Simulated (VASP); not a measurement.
Set up this calculation in VASP 6.6.1, as the native input.

* Task: single point
* Functional: PBE
* Potentials or basis: VASP PAW PBE potentials, release 64 (Mg, Cd, Te)
* Cutoff: 520 eV
* k mesh: 4 × 4 × 2
* Occupations: gaussian, width 0.1 eV
* Spin: no spin polarisation
* Dipole correction: no
* Further INCAR settings: ALGO = Normal; EDIFF = 1e-07; NBANDS = 31

The structure of Mg3CdTe4 lies in POSCAR:

```
Mg3CdTe4
1.0
    4.6252241933      0.0000000000      0.0000000000
    0.0000000000      4.6252241933      0.0000000000
    0.0000000000      0.0000000000     12.9416865637
Mg Cd Te
3 1 4
Direct
    0.0000000000      0.0000000000      0.0000000000
    0.5000000000      0.5000000000      0.2479296904
    0.5000000000      0.5000000000      0.7520703096
    0.0000000000      0.0000000000      0.5000000000
    0.5000000000      0.0000000000      0.3709165228
    0.0000000000      0.5000000000      0.6290834772
    0.5000000000      0.0000000000      0.8760228558
    0.0000000000      0.5000000000      0.1239771442
```

These files were run (other wordings do the same):

INCAR

```
ALGO     = Normal         # electronic algorithm
EDIFF    = 1E-7           # SCF threshold, eV
ENCUT    = 520            # plane-wave cutoff, eV
GGA      = PE             # functional
ISIF     = 2              # what is computed and relaxed
ISMEAR   = 0              # smearing method
LASPH    = T              # aspherical terms in the spheres
LCHARG   = T              # write CHGCAR
LELF     = T              # ELF
LREAL    = F              # projectors in reciprocal space
LVHAR    = T            
LWAVE    = F              # write WAVECAR
NBANDS   = 31             # bands
NELM     = 60             # most SCF steps
PREC     = Accurate       # precision mode
SIGMA    = 0.1            # smearing width, eV
```

KPOINTS

```
k-points
0
Gamma
  4 4 2
```

Potentials or basis: VASP PAW PBE potentials, release 64 (Mg, Cd, Te).

Run with:

```sh
$ cat potpaw_PBE.64/Mg/POTCAR potpaw_PBE.64/Cd/POTCAR potpaw_PBE.64/Te/POTCAR > POTCAR
$ mpirun -np 1 vasp_std > vasp.out
```

It gave:

```json
{
 "Pressure": "0.4 GPa",
 "Largest force": "0.031 eV/Å",
 "Band gap on the k mesh": "1.81 eV"
}
```

Caveat: spin-orbit coupling is left out, which moves the levels of the heavy elements.

Run time: 2.9 min on 1 thread of Intel Xeon 8259CL, on a shared host, peak memory 0.4 GiB.
